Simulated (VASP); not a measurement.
# CoO: single point with PBEsol

The system is CoO.

```xyz
4
Lattice="3.1324 0.0000 0.0000 -1.5662 2.7127 0.0000 0.0000 0.0000 5.1220" Properties=species:S:1:pos:R:3 pbc="T T T"
Co    0.0000    1.8085    2.5782
Co    0.0000    0.0000    0.0178
O     0.0000    1.8085    4.4641
O     0.0000    0.0000    1.9034
```

| Property | Result |
| --- | --- |
| Program | VASP 6.6.1 |
| Task | single point |
| Functional | PBEsol |
| Potentials or basis | VASP PAW PBE potentials, release 64 (Co, O) |
| Cutoff | 520 eV |
| k mesh | 10 × 10 × 5 |
| Occupations | fermi-dirac, width 0.05 eV |
| Spin | collinear spin, ferromagnetic start |
| Starting moments | [2.0, 2.0, 0.0, 0.0] μB |
| Dipole correction | no |
| Further INCAR settings | ALGO = Normal; EDIFF = 1e-06; NBANDS = 27 |

The pressure is -0.7 GPa. The largest force is 0.345 eV/Å, the net moment is 5.30 μB per cell and the site moments are Co +2.28; O +0.28 μB. The valence electrons inside the program's atomic spheres are Co 8.11; O 4.99.

Forces in eV/Å, atoms in the order of the input:
```
Co   0.000  0.000 -0.339
Co   0.000  0.000 -0.345
O    0.000  0.000  0.342
O    0.000  0.000  0.343
```

Stress tensor (GPa, compression positive):
```
-2.90  0.00  0.00
 0.00 -2.90  0.00
 0.00  0.00  3.75
```

Levels at points of the mesh, in eV from the Fermi level:
Spin up:
```csv
k point,band 15,band 16,band 17,band 18,band 19,band 20,band 21,band 22
"(0.00, 0.00, 0.00)",-0.47,0.11,0.43,0.51,0.51,5.66,7.28,13.99
"(0.50, 0.00, 0.00)",-1.77,-1.58,-0.45,-0.32,5.92,6.17,7.35,9.61
```
Spin down:
```csv
k point,band 10,band 11,band 12,band 13,band 14,band 15
"(0.00, 0.00, 0.00)",-0.84,-0.21,-0.21,0.03,0.67,1.54
"(0.50, 0.00, 0.00)",-0.86,-0.26,-0.09,0.01,0.04,0.63
```

Wall time 5 min on 1 thread of AMD EPYC 7R43 64-Core Processor (Zen 3), on a shared host, peak memory 0.2 GiB.

Caveat: the PAW data sets were made with another functional, which shifts forces and pressure a little; semilocal functionals often make such compounds metallic where correlation or magnetic order opens a gap, which also shifts bond lengths. With open d or f shells a metallic result of PBEsol can be an artefact of self-interaction; +U or a hybrid may open a gap.
